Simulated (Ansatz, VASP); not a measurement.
**Two plane-wave programs on Pb**

```
CELL_PARAMETERS angstrom
0.00000 2.49021 2.49021
2.49021 0.00000 2.49021
2.49021 2.49021 0.00000
ATOMIC_POSITIONS crystal
Pb 0.00000 0.00000 0.00000
```

Change from the starting cell: volume scaled by 1.025, PAW files.

Alike in both runs: task electric field gradients; functional PBE; k mesh 12 × 12 × 12; occupations fermi-dirac, width 0.05 eV; no spin polarisation.

|  | VASP | Ansatz |
| --- | --- | --- |
| version | VASP 6.6.1 | Ansatz 0.2.0 |
| potentials or method | VASP PAW PBE potentials, release 64 (Pb_d) | PAW with Ansatz's default frozen-core files, scalar-relativistic |
| plane-wave cutoff (eV) | 400 | 420 |
| valence electrons in the cell | 14 | 14 |

|  | VASP | Ansatz | Ansatz less VASP |
| --- | --- | --- | --- |
| pressure (GPa) | 1.7 | 1.8 | +0.08 |

Neither program's run includes spin-orbit coupling.
